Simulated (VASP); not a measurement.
# ZrSiRu4: single point with PBE

Crystal: ZrSiRu4.

```
CELL_PARAMETERS angstrom
4.33556 0.00000 0.00000
-2.16778 3.75470 0.00000
0.00000 0.00000 5.64041
ATOMIC_POSITIONS crystal
Zr 0.00000 0.00000 0.50000
Si 0.00000 0.00000 0.00000
Ru 0.33333 0.66667 0.77915
Ru 0.33333 0.66667 0.22085
Ru 0.66667 0.33333 0.77915
Ru 0.66667 0.33333 0.22085
```

The cell was generated, and may not be a known phase.

```yaml
Program: VASP 6.6.1
Task: single point
Functional: PBE
Potentials_or_basis: VASP PAW PBE potentials, release 64 (Zr_sv, Si, Ru_pv)
Cutoff: 520 eV
k_mesh: 6 × 6 × 4
Occupations: gaussian, width 0.1 eV
Spin: no spin polarisation
Dipole_correction: no
Further_INCAR_settings: ALGO = Normal; EDIFF = 1e-06; NBANDS = 45
```

| Property | Result |
| --- | --- |
| Pressure | 0.3 GPa |
| Largest force | 0.012 eV/Å |
| Band gap on the k mesh | zero (bands 36 and 37 overlap by 0.88 eV) |

Forces in eV/Å, atoms in the order of the input:
```
Zr   0.000  0.000  0.000
Si   0.000  0.000  0.000
Ru   0.000  0.000 -0.012
Ru   0.000  0.000  0.012
Ru   0.000  0.000 -0.012
Ru   0.000  0.000  0.012
```

Stress tensor (GPa, compression positive):
```
0.37 0.00 0.00
0.00 0.37 0.00
0.00 0.00 0.08
```

Levels at points of the mesh, in eV from the Fermi level:
```
           k point  band 33  band 34  band 35  band 36  band 37  band 38  band 39  band 40
(0.00, 0.00, 0.00)    -1.69    -1.28    -1.28     0.26     0.26     0.99     0.99     1.54
(0.50, 0.00, 0.00)    -0.76    -0.44    -0.23     0.31     0.65     0.89     0.98     1.09
(0.00, 0.00, 0.50)    -1.85    -1.83    -1.83     0.05     0.05     0.14     0.55     1.48
(0.50, 0.00, 0.50)    -1.01    -0.95    -0.94    -0.78    -0.01     0.18     0.48     0.64
```

Run time: 54 s on 1 thread of AMD EPYC 9R45 96-Core Processor (Zen 5) (shared host), peak memory 0.21 GiB.
